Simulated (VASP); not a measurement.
# SnO2 (Pnnm) in VASP: a series of runs

The runs below take SnO2 through single point, with LDA.

Everything below comes from runs of VASP 6.6.1. Logs are shortened: lines on timing, memory, paths and dates and some standing lists are left out, and cuts for length are marked.

### Step 1. The cell of the first run

It takes space group Pnnm (No. 58, orthorhombic). Conventional cell: a = 4.646 Å, b = 4.646 Å, c = 3.138 Å, α = 90.00°, β = 90.00°, γ = 90.00°. Sn (site symmetry 2/m) has 6 O at 1.96 to 2.13 Å within 2.6 Å. Within 2.6 Å of O (site symmetry m) lie 3 Sn at 1.96 to 2.13 Å and 1 O at 2.33 Å.

### Step 2. Single point, LDA (atoms shifted along a free coordinate)

The input, INCAR:

```
  PREC = Accurate
  ENCUT = 520
  EDIFF = 1E-6
  ISMEAR = 0
  SIGMA = 0.05
  LREAL = F
  LASPH = T
  NELM = 100
  ALGO = Normal
  ISIF = 2
  LWAVE = F
  LCHARG = F
  NBANDS = 35
```

The input, KPOINTS:

```
regular mesh
0
Gamma
  6 6 8
```

The input, POSCAR:

```
SnO2
1.0
    4.6455914113      0.0000000000      0.0000000000
    0.0000000000      4.6460842930      0.0000000000
    0.0000000000      0.0000000000      3.1384636093
Sn O
2 4
Direct
    0.5000000000      0.5000000000      0.5000000000
    0.0000000000      0.0000000000      0.0000000000
    0.3059920358      0.3407603117      0.0000000000
    0.8059920358      0.1592396883      0.5000000000
    0.1940079642      0.8407603117      0.5000000000
    0.6940079642      0.6592396883      0.0000000000
```

Potentials or basis: VASP PAW LDA potentials, release 64 (Sn_d, O).

Command:

```bash
$ cat potpaw_LDA.64/Sn_d/POTCAR potpaw_LDA.64/O/POTCAR > POTCAR
$ mpirun -np 1 vasp_std > vasp.out
```

OUTCAR:

```text
PREC = Accurate
   ENCUT = 520
   EDIFF = 1E-6
   ISMEAR = 0
   LREAL = F
   LASPH = T
   NELM = 100
   ISIF = 2

 ion  position               nearest neighbor table
   1  0.500  0.500  0.500-   3 1.96   6 1.96   3 1.96   6 1.96   5 2.13   4 2.13   2 3.64   2 3.64
                             2 3.64   2 3.64   2 3.64   2 3.64   2 3.64   2 3.64
   2  0.000  0.000  0.000-   4 1.96   5 1.96   4 1.96   5 1.96   3 2.13   6 2.13   1 3.64   1 3.64
                             1 3.64   1 3.64   1 3.64   1 3.64   1 3.64   1 3.64
   3  0.306  0.341  0.000-   1 1.96   1 1.96   2 2.13
   4  0.806  0.159  0.500-   2 1.96   2 1.96   1 2.13
   5  0.194  0.841  0.500-   2 1.96   2 1.96   1 2.13
   6  0.694  0.659  0.000-   1 1.96   1 1.96   2 2.13

  LATTYP: Found a simple orthorhombic cell.
 ALAT       =     3.1384636093
 B/A-ratio  =     1.4802119730
 C/A-ratio  =     1.4803690185

  Lattice vectors:

 A1 = (   0.0000000000,   0.0000000000,   3.1384636093)
 A2 = (   4.6455914113,   0.0000000000,   0.0000000000)
 A3 = (   0.0000000000,   4.6460842930,   0.0000000000)

Analysis of symmetry for initial positions (statically):
=====================================================================
 Subroutine PRICEL returns:
 Original cell was already a primitive cell.

 Routine SETGRP: Setting up the symmetry group for a
 simple orthorhombic supercell.

 Subroutine GETGRP returns: Found  8 space group operations
 (whereof  4 operations were pure point group operations)
 out of a pool of  8 trial point group operations.

The static configuration has the point symmetry C_2h.
 The point group associated with its full space group is D_2h.

Analysis of symmetry for dynamics (positions and initial velocities):
=====================================================================
 Subroutine PRICEL returns:
 Original cell was already a primitive cell.

 Routine SETGRP: Setting up the symmetry group for a
 simple orthorhombic supercell.

 Subroutine GETGRP returns: Found  8 space group operations
 (whereof  4 operations were pure point group operations)
 out of a pool of  8 trial point group operations.

The dynamic configuration has the point symmetry C_2h.
 The point group associated with its full space group is D_2h.

 Subroutine INISYM returns: Found  8 space group operations
 (whereof  4 operations are pure point group operations),
 and found     1 'primitive' translations

----------------------------------------------------------------------------------------

                                     Primitive cell

  volume of cell :      67.7400

  direct lattice vectors                    reciprocal lattice vectors
     4.645591411  0.000000000  0.000000000     0.215257846  0.000000000  0.000000000
     0.000000000  4.646084293  0.000000000     0.000000000  0.215235010  0.000000000
     0.000000000  0.000000000  3.138463609     0.000000000  0.000000000  0.318627241

  length of vectors
     4.645591411  4.646084293  3.138463609     0.215257846  0.215235010  0.318627241

  position of ions in fractional coordinates (direct lattice)
     0.500000000  0.500000000  0.500000000
     0.000000000  0.000000000  0.000000000
     0.305992036  0.340760312  0.000000000
     0.805992036  0.159239688  0.500000000
     0.194007964  0.840760312  0.500000000
     0.694007964  0.659239688  0.000000000

  ion indices of the primitive-cell ions
   primitive index   ion index
                 1           1
                 2           2
                 3           3
                 4           4
                 5           5
                 6           6

----------------------------------------------------------------------------------------

 KPOINTS: regular mesh

Automatic generation of k-mesh.
 Grid dimensions read from file:
 generate k-points for:    6    6    8

 Generating k-lattice:

  Cartesian coordinates                     Fractional coordinates (reciprocal lattice)
     0.035876308  0.000000000  0.000000000     0.166666667  0.000000000  0.000000000
     0.000000000  0.035872502  0.000000000     0.000000000  0.166666667  0.000000000
     0.000000000  0.000000000  0.039828405     0.000000000  0.000000000  0.125000000

  Length of vectors
     0.035876308  0.035872502  0.039828405

  Shift w.r.t. Gamma in fractional coordinates (k-lattice)
     0.000000000  0.000000000  0.000000000

 Subroutine IBZKPT returns following result:
 ===========================================

 Found     80 irreducible k-points:

 Following reciprocal coordinates:
            Coordinates               Weight
  0.000000  0.000000  0.000000      1.000000
  0.166667  0.000000  0.000000      2.000000
  0.333333  0.000000  0.000000      2.000000
  0.500000  0.000000  0.000000      1.000000
  0.000000  0.166667  0.000000      2.000000
  0.166667  0.166667  0.000000      4.000000
[... 16 lines left out ...]
  0.333333  0.166667  0.125000      8.000000
  0.500000  0.166667  0.125000      4.000000
 [... further k-points ...]
   k-points           NKPTS =     80   k-points in BZ     NKDIM =     80   number of bands    NBANDS=     35
   number of dos      NEDOS =    301   number of ions     NIONS =      6
   total plane-waves  NPLWV =  31104
   dimension x,y,z NGX =    36 NGY =   36 NGZ =   24
   dimension x,y,z NGXF=    72 NGYF=   72 NGZF=   48
   ions per type =               2   4
   NGX,Y,Z   is equivalent  to a cutoff of  12.88, 12.88, 12.71 a.u.
   NGXF,Y,Z  is equivalent  to a cutoff of  25.77, 25.76, 25.43 a.u.
 SYSTEM =  unknown system
   PREC   = accura    normal or accurate (medium, high low for compatibility)
   ISTART =      0    job   : 0-new  1-cont  2-samecut
   ICHARG =      2    charge: 1-file 2-atom 10-const
   ISPIN  =      1    spin polarized calculation?
   LNONCOLLINEAR =      F non collinear calculations
   LSORBIT =      F    spin-orbit coupling
   LASPH  =      T    aspherical Exc in radial PAW
   ENCUT  =  520.0 eV  38.22 Ry    6.18 a.u.   8.64  8.64  5.84*2*pi/ulx,y,z
   NELM   =    100;   NELMIN=  2; NELMDL= -5     # of ELM steps
   EDIFF  = 0.1E-05   stopping-criterion for ELM
   LREAL  =      F    real-space projection
   EDIFFG = 0.1E-04   stopping-criterion for IOM
   NSW    =      0    number of steps for IOM
   IBRION =     -1    ionic relax: 0-MD 1-quasi-New 2-CG
   NFREE  =      0    steps in history (QN), initial steepest desc. (CG)
   ISIF   =      2    stress and relaxation
   ISYM   =      2    0-nonsym 1-usesym 2-fastsym
   POTIM  = 0.5000    time-step for ionic-motion
   TEBEG  =    0.0;   TEEND  =   0.0 temperature during run
   PSTRESS=    0.0 pullay stress
   NELECT =      52.0000    total number of electrons
   NUPDOWN=      -1.0000    fix difference up-down
   EMIN   =  10.00;   EMAX   =-10.00  energy-range for DOS
   EFERMI =   0.00;   METHOD = LEGACY
   ISMEAR =     0;   SIGMA  =   0.05  broadening in eV -4-tet -1-fermi 0-gaus
   EFERMI_NEDOS =   21; number of points for ismear=-14 and -15
   IALGO  =     38    algorithm
   IMIX   =      4    mixing-type and parameters
     AMIX     =   0.40;   BMIX     =  1.00
     AMIX_MAG =   1.60;   BMIX_MAG =  1.00
  volume/ion in A,a.u.               =      11.29        76.19
  Fermi-wavevector in a.u.,A,eV,Ry     =   1.498974  2.832651 30.571260  2.246924
  Thomas-Fermi vector in A             =   2.610664
   LORBIT       =      0    0 simple, 1 ext, 2 COOP (PROOUT), +10 PAW based schemes
   GGA     = CA    functional components
   LHFCALC =     F    Hartree Fock is set to
   AEXX    =    0.0000 exact exchange contribution
   IVDW    =     0    specifies the selected vdW correction
   LEPSILON=     F    determine dielectric tensor
   LRPA    =     F    only Hartree local field effects (RPA)
 non-spin polarized calculation
 Gauss-broadening in eV      SIGMA  =   0.05
  energy-cutoff  :      520.00
  volume of cell :       67.74
 maximum number of plane-waves:      1848
 NGX is ok and might be reduce to    36
   NGX = 17   NGY = 17   NGZ = 11

 number of electron      51.9999977 magnetization

 Free energy of the ion-electron system (eV)
  ---------------------------------------------------
  ext. energy  EPLUGINS =         0.00000000
  ---------------------------------------------------
  free energy    TOTEN  =       -41.31289521 eV

  energy without entropy =      -41.31289521  energy(sigma->0) =      -41.31289521

 E-fermi :   6.7363     XC(G=0): -12.0608

 val. band max:        6.4433973355   @ k =   0.0000   0.0000   0.0000
 cond. band min:       8.5373677642   @ k =   0.0000   0.0000   0.0000
 fundamental gap:      2.0939704288
 Fermi energy:         6.7362920750

 k-point     1 :       0.0000    0.0000    0.0000
  band No.  band energies     occupation
      1     -14.6861      2.00000
      2     -14.2161      2.00000
      3     -13.3462      2.00000
      4     -13.3328      2.00000
      5     -13.2645      2.00000
      6     -13.1123      2.00000
[... 27 lines left out ...]
     34      18.5639      0.00000
     35      18.6654      0.00000

 k-point     2 :       0.1667    0.0000    0.0000
  band No.  band energies     occupation
      1     -14.6496      2.00000
      2     -14.2303      2.00000
      3     -13.3440      2.00000
      4     -13.3322      2.00000
      5     -13.2634      2.00000
      6     -13.1035      2.00000
[... 27 lines left out ...]
     34      18.6152      0.00000
     35      18.7843      0.00000

 k-point     3 :       0.3333    0.0000    0.0000
  band No.  band energies     occupation
      1     -14.5487      2.00000
      2     -14.2923      2.00000
      3     -13.3387      2.00000
      4     -13.3317      2.00000
      5     -13.2580      2.00000
      6     -13.1814      2.00000
[... 27 lines left out ...]
     34      19.2602      0.00000
     35      19.2606      0.00000
[... 723 lines left out ...]
 k-point    23 :       0.3333    0.1667    0.1250
  band No.  band energies     occupation
      1     -14.4215      2.00000
      2     -14.1714      2.00000
      3     -13.6150      2.00000
      4     -13.5802      2.00000
      5     -13.2018      2.00000
      6     -13.1353      2.00000
[... 27 lines left out ...]
     34      18.9467      0.00000
     35      19.5721      0.00000

 k-point    24 :       0.5000    0.1667    0.1250
  band No.  band energies     occupation
      1     -14.3004      2.00000
      2     -14.3004      2.00000
      3     -13.6009      2.00000
      4     -13.6009      2.00000
      5     -13.1726      2.00000
      6     -13.1726      2.00000
[... 27 lines left out ...]
     34      18.9993      0.00000
     35      19.7857      0.00000

 [... further k-points ...]
[... 5 lines left out ...]
  --------------------------------------------------------------------------------------
  -------------------------------------------------------------------------------------
  Total        7.9009950      5.2932624     13.2765670      0.0000000      0.0000000      0.0000000
  in kB      186.8732665    125.1955277    314.0155700      0.0000000      0.0000000      0.0000000
  external PRESSURE =     208.6947881 kB  Pullay stress =       0.0000000 kB

 VOLUME and BASIS-vectors are now :
 -----------------------------------------------------------------------------
  energy-cutoff  :      520.00
  volume of cell :       67.74
      direct lattice vectors                 reciprocal lattice vectors
     4.645591411  0.000000000  0.000000000     0.215257846  0.000000000  0.000000000
     0.000000000  4.646084293  0.000000000     0.000000000  0.215235010  0.000000000
     0.000000000  0.000000000  3.138463609     0.000000000  0.000000000  0.318627241

 POSITION                                       TOTAL-FORCE (eV/Angst)
 -----------------------------------------------------------------------------------
      2.32280      2.32304      1.56923         0.000000      0.000000      0.000000
      0.00000      0.00000      0.00000         0.000000      0.000000      0.000000
      1.42151      1.58320      0.00000        -2.617996     -2.378381      0.000000
      3.74431      0.73984      1.56923        -2.617996      2.378381      0.000000
      0.90128      3.90624      1.56923         2.617996     -2.378381     -0.000000
      3.22408      3.06288      0.00000         2.617996      2.378381     -0.000000
 -----------------------------------------------------------------------------------
    total drift:                               -0.000000      0.000000      0.000000

  FREE ENERGIE OF THE ION-ELECTRON SYSTEM (eV)
  ---------------------------------------------------
  free  energy   TOTEN  =       -41.3128952105 eV

  energy  without entropy=      -41.3128952105  energy(sigma->0) =      -41.31289521
```

Run time: 53 s. Hardware: 1 thread of Intel Xeon 6975P-C (Granite Rapids), shared host; peak memory 0.25 GiB.

Results:

| Property | Result |
| --- | --- |
| Free energy | -41.3129 eV |
| Pressure | 20.9 GPa |
| Largest force | 3.537 eV/Å |
| Band gap on the k mesh | 2.09 eV |

Forces on the atoms (eV/Å):
```
Sn   0.000  0.000  0.000
Sn   0.000  0.000  0.000
O   -2.618 -2.378  0.000
O   -2.618  2.378  0.000
O    2.618 -2.378  0.000
O    2.618  2.378  0.000
```

Levels at points of the mesh, in eV from the valence-band top:
| k point | band 22 | band 23 | band 24 | band 25 | band 26 | band 27 | band 28 | band 29 | band 30 | band 31 |
| --- | --- | --- | --- | --- | --- | --- | --- | --- | --- | --- |
| (0.00, 0.00, 0.00) | -1.07 | -0.93 | -0.67 | -0.65 | 0.00 | 2.09 | 5.85 | 6.63 | 6.77 | 11.24 |
| (0.50, 0.00, 0.00) | -1.48 | -1.00 | -1.00 | -0.57 | -0.57 | 4.82 | 4.82 | 6.64 | 6.64 | 10.82 |
| (0.00, 0.50, 0.00) | -1.77 | -0.99 | -0.99 | -0.77 | -0.77 | 5.01 | 5.01 | 7.29 | 7.29 | 10.79 |
| (0.50, 0.50, 0.00) | -1.49 | -1.09 | -1.09 | -0.83 | -0.83 | 4.97 | 4.97 | 7.49 | 7.49 | 10.91 |
| (0.00, 0.00, 0.50) | -2.09 | -1.70 | -1.70 | -1.27 | -1.27 | 7.23 | 7.23 | 9.76 | 9.76 | 10.09 |
| (0.50, 0.00, 0.50) | -1.95 | -1.08 | -1.08 | -0.40 | -0.40 | 7.58 | 7.58 | 8.22 | 8.22 | 10.41 |
| (0.00, 0.50, 0.50) | -1.51 | -1.22 | -1.22 | -0.33 | -0.33 | 7.49 | 7.49 | 7.96 | 7.96 | 11.35 |
| (0.50, 0.50, 0.50) | -1.94 | -1.22 | -1.22 | -0.81 | -0.81 | 6.36 | 6.36 | 8.40 | 8.40 | 11.04 |

Caveat: the cell differs from its parent crystal (atoms shifted along a free coordinate); the stress differs along the axes, from 13 to 31 GPa; spin-orbit coupling is left out, which moves the levels of the heavy elements; forces of over 1 eV/Å act on the atoms, so gaps and moduli don't describe the material at rest.

### Step 3. Single point, LDA

The input, INCAR:

```
SYSTEM = SnO2
PREC     = Accurate       ! precision mode
ENCUT    = 520            ! plane-wave cutoff, eV
EDIFF    = 1E-6           ! SCF threshold, eV
ISMEAR   = 0              ! smearing method
SIGMA    = 0.05           ! smearing width, eV
LREAL    = .False.        ! projectors in reciprocal space
LASPH    = .True.         ! aspherical terms in the spheres
NELM     = 80             ! most SCF steps
ALGO     = Normal         ! electronic algorithm
ISIF     = 2              ! what is computed and relaxed
LWAVE    = .False.        ! write WAVECAR
LCHARG   = .False.        ! write CHGCAR
GGA      = CA             ! functional
NBANDS   = 35             ! bands
```

The input, KPOINTS:

```
Automatic mesh
0
Gamma
  6 6 8
  0 0 0
```

The input, POSCAR:

```
SnO2
1.0
    4.6455914113      0.0000000000      0.0000000000
    0.0000000000      4.6460842930      0.0000000000
    0.0000000000      0.0000000000      3.1384636093
Sn O
2 4
Direct
    0.5000000000      0.5000000000      0.5000000000
    0.0000000000      0.0000000000      0.0000000000
    0.3059920358      0.3061675029      0.0000000000
    0.8059920358      0.1938324971      0.5000000000
    0.1940079642      0.8061675029      0.5000000000
    0.6940079642      0.6938324971      0.0000000000
```

Potentials or basis: VASP PAW LDA potentials, release 64 (Sn_d, O).

Command:

```bash
$ cat potpaw_LDA.64/Sn_d/POTCAR potpaw_LDA.64/O/POTCAR > POTCAR
$ mpirun -np 1 vasp_std > vasp.out
```

Run time: 57 s. Hardware: 1 thread of Intel Xeon 6975P-C (Granite Rapids), shared host; peak memory 0.25 GiB.

The run converged. Its results:

- Free energy: -42.1279 eV
- Pressure: 13.3 GPa
- Largest force: 0.204 eV/Å
- Band gap on the k mesh: 1.80 eV

Forces on the atoms (eV/Å):
```
Sn   0.000  0.000  0.000
Sn   0.000  0.000  0.000
O   -0.145 -0.144  0.000
O   -0.145  0.144  0.000
O    0.145 -0.144  0.000
O    0.145  0.144  0.000
```

Stress tensor (GPa, compression positive):
```
11.98  0.00  0.00
 0.00 11.98  0.00
 0.00  0.00 15.83
```

Levels at points of the mesh, in eV from the valence-band top:
| k point | band 23 | band 24 | band 25 | band 26 | band 27 | band 28 | band 29 | band 30 |
| --- | --- | --- | --- | --- | --- | --- | --- | --- |
| (0.00, 0.00, 0.00) | -1.24 | -0.85 | -0.85 | 0.00 | 1.80 | 6.35 | 6.35 | 6.41 |
| (0.50, 0.00, 0.00) | -1.21 | -1.21 | -0.68 | -0.68 | 4.91 | 4.91 | 7.12 | 7.12 |
| (0.00, 0.50, 0.00) | -1.21 | -1.21 | -0.68 | -0.68 | 4.91 | 4.91 | 7.12 | 7.12 |
| (0.50, 0.50, 0.00) | -1.33 | -1.33 | -0.97 | -0.97 | 5.31 | 5.31 | 7.69 | 7.69 |
| (0.00, 0.00, 0.50) | -1.86 | -1.86 | -1.36 | -1.36 | 6.69 | 6.69 | 9.90 | 9.90 |
| (0.50, 0.00, 0.50) | -1.23 | -1.23 | -0.66 | -0.66 | 6.99 | 6.99 | 8.32 | 8.32 |
| (0.00, 0.50, 0.50) | -1.23 | -1.23 | -0.66 | -0.66 | 6.98 | 6.98 | 8.32 | 8.32 |
| (0.50, 0.50, 0.50) | -1.04 | -1.04 | -0.91 | -0.91 | 5.25 | 5.25 | 8.88 | 8.88 |

Caveat: the cell stands under pressure; spin-orbit coupling is left out, which moves the levels of the heavy elements.
